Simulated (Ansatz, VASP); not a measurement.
# LiNbO3 in VASP and in Ansatz

File INCAR:

```
SYSTEM = LiNbO3
PREC = Accurate ; ENCUT = 600
EDIFF = 1E-6 ; ISMEAR = 0
SIGMA = 0.1 ; LREAL = .FALSE.
LASPH = .TRUE. ; NELM = 60
ALGO = Normal ; ISIF = 3
LWAVE = .FALSE. ; LCHARG = .FALSE.
GGA = PE ; IBRION = 2
NSW = 100 ; EDIFFG = -0.01
```

Contents of KPOINTS:

```
Automatic mesh
0
G
  12 12 12
  0 0 0
```

The input POSCAR:

```
LiNbO3
1.0
    3.4448674927      0.0000000000      0.0000000000
    0.0000000000      3.4448674927      0.0000000000
    0.0000000000      0.0000000000      3.4448674927
Li Nb O
1 1 3
Direct
    0.5000000000      0.5000000000      0.5000000000
    0.0000000000      0.0000000000      0.0000000000
    0.0000000000      0.5000000000      0.5000000000
    0.5000000000      0.0000000000      0.5000000000
    0.5000000000      0.5000000000      0.0000000000
```

Input for Ansatz:

```yaml
crystal:
  lattice:
    - [3.4448674927, 0.0, 0.0]
    - [0.0, 3.4448674927, 0.0]
    - [0.0, 0.0, 3.4448674927]
  atoms:
    - { symbol: Li, position: [0.5, 0.5, 0.5] }
    - { symbol: Nb, position: [0.0, 0.0, 0.0] }
    - { symbol: O, position: [0.0, 0.5, 0.5] }
    - { symbol: O, position: [0.5, 0.0, 0.5] }
    - { symbol: O, position: [0.5, 0.5, 0.0] }
basis:
  ecutwfc: 420
kpoints:
  mp_grid: { grid: [12, 12, 12] }
hamiltonian:
  xc: pbe
scf:
  occupations: { method: gaussian, width: 0.1 }
output:
  forces: true
  stress: true
  eigenvalues: true
relax:
  adjacent_minimum: "off"
  f_tol: 0.01
  max_steps: 80
  cell: { stress_tol: 0.05 }
```

Alike in both runs: task relaxation of cell and atoms; functional PBE; k mesh 12 × 12 × 12; occupations gaussian, width 0.1 eV; no spin polarisation.

|  | VASP | Ansatz |
| --- | --- | --- |
| version | VASP 6.6.1 | Ansatz 0.2.0 |
| potentials or method | VASP PAW PBE potentials, release 64 (Li_sv, Nb_sv, O), cutoff 600 eV | scalar-relativistic, plane waves, PAW |
| valence electrons in the cell | 34 | 34 |

|  | VASP | Ansatz | Ansatz less VASP |
| --- | --- | --- | --- |
| gap on the k mesh at the Fermi level, each at its own relaxed structure (eV) | none | none | - |
| relaxed volume (Å³/atom) | 8.19 | 8.18 | -0.016 |
| relaxed length of the cell vector where the two differ most in proportion (Å) | 3.447 | 3.445 | -0.0023 |

A gap of «none» marks a metal or a gap that the smearing closes.

Noted on VASP's run: the cutoff is under 1.25 times that of the potentials, so the pressure is a little rough.
